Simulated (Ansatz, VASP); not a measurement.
## Two plane-wave programs on Y

```xyz
2
Lattice="3.6808 0.0000 0.0000 -1.8404 3.1877 0.0000 0.0000 0.0000 5.7206" Properties=species:S:1:pos:R:3 pbc="T T T"
Y     0.0000    2.1251    1.4302
Y     1.8404    1.0626    4.2905
```

Alike in both runs: task single point; functional r2SCAN; k mesh 4 × 4 × 2; occupations fermi-dirac, width 0.1 eV; no spin polarisation.

```csv
,VASP,Ansatz
version,VASP 6.6.1,Ansatz 0.2.0
potentials or method,"VASP PAW PBE potentials, release 64 (Y_sv), cutoff 520 eV","plane waves (500 eV) with PAW, scalar-relativistic"
valence electrons in the cell,22,22
```

Ansatz gave:

| Quantity | Value |
| --- | --- |
| pressure (GPa) | 0.7 |
| traceless stress, the component that is largest in VASP (GPa) | 0.87 |

Problem. What did VASP give for the same quantities?

Solution. Pressure (GPa): 0.7; traceless stress, the component that is largest in VASP (GPa): 0.91.

VASP's potentials were made for PBE, not for r2SCAN.

The k mesh is coarse, so the values compare programs but aren't converged.
